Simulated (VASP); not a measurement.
Input of a VASP 6.6.1 run:

INCAR

```
SYSTEM = SiC
PREC = Accurate ; ENCUT = 520
EDIFF = 1E-7 ; ISMEAR = 0
SIGMA = 0.05 ; LREAL = .False.
LASPH = .True. ; NELM = 100
ALGO = Normal ; ISIF = 2
LWAVE = .False. ; LCHARG = .False.
GGA = PE ; NBANDS = 26
```

The input KPOINTS:

```
regular mesh
0
Gamma
  12 12 4
  0 0 0
```

File POSCAR:

```
SiC
1.0
    3.0219000000      0.0000000000      0.0000000000
   -1.5109500000      2.6170421677      0.0000000000
    0.0000000000      0.0000000000     10.1291708101
Si C
4 4
Direct
    0.6666666667      0.3333333333      0.9378436843
    0.3333333333      0.6666666667      0.4378436843
    0.0000000000      0.0000000000      0.6878989045
    0.0000000000      0.0000000000      0.1878989045
    0.6666666667      0.3333333333      0.7498087506
    0.3333333333      0.6666666667      0.2498087506
    0.0000000000      0.0000000000      0.5004476606
    0.0000000000      0.0000000000      0.0004476606
```

Potentials or basis: VASP PAW PBE potentials, release 64 (Si, C).

The run is started by

```console
$ cat potpaw_PBE.64/Si/POTCAR potpaw_PBE.64/C/POTCAR > POTCAR
$ mpirun -np 1 vasp_std > vasp.out
```

(1) What does it give for the pressure?

(2) Predict the band gap on the k mesh.

Answers

(1) 11.2 GPa.

(2) 2.11 eV, indirect (least direct gap 3.32 eV).
